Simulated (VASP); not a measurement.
A run of VASP 6.6.1:

Contents of POSCAR:

```
BeS
1.0
    0.0000000000      2.4250000000      2.4250000000
    2.4250000000      0.0000000000      2.4250000000
    2.4250000000      2.4250000000      0.0000000000
Be S
1 1
Direct
    0.0000000000      0.0000000000      0.0000000000
    0.2500000000      0.2500000000      0.2500000000
```

INCAR.step1

```
SYSTEM = BeS
PREC = Accurate
ENCUT = 600
ISMEAR = -1
SIGMA = 0.02
LREAL = .False.
LASPH = .True.
NELM = 100
GGA = PE
ALGO = Normal
EDIFF = 1E-4
LWAVE = .True.
LCHARG = .False.
```

Contents of INCAR.step2:

```
SYSTEM = BeS
PREC = Accurate
ENCUT = 600
EDIFF = 1E-7
ISMEAR = -1
SIGMA = 0.02
LREAL = .False.
LASPH = .True.
NELM = 100
ALGO = Normal
ISIF = 3
LWAVE = .False.
LCHARG = .False.
METAGGA = R2SCAN
LMIXTAU = .True.
IBRION = 2
NSW = 80
EDIFFG = -0.01
ISTART = 1
```

The input KPOINTS:

```
regular mesh
0
Gamma
  10 10 10
  0 0 0
```

Potentials or basis: VASP PAW PBE potentials, release 64 (Be, S).

The run is started by

```bash
$ cat potpaw_PBE.64/Be/POTCAR potpaw_PBE.64/S/POTCAR > POTCAR
$ cp INCAR.step1 INCAR
$ mpirun -np 1 vasp_std > vasp.out
$ cp INCAR.step2 INCAR
$ mpirun -np 1 vasp_std > vasp.out
```

Hardware: 1 thread of Intel(R) Xeon(R) Platinum 8259CL CPU @ 2.50GHz (Skylake/Cascade Lake), with other jobs on the host.

Task: How long does it take, and how much memory?

Result: Run time: 2.2 min on 1 thread of Intel(R) Xeon(R) Platinum 8259CL CPU @ 2.50GHz (Skylake/Cascade Lake) (shared host), peak memory 0.16 GiB. Counts: k points 47, ion steps 3.
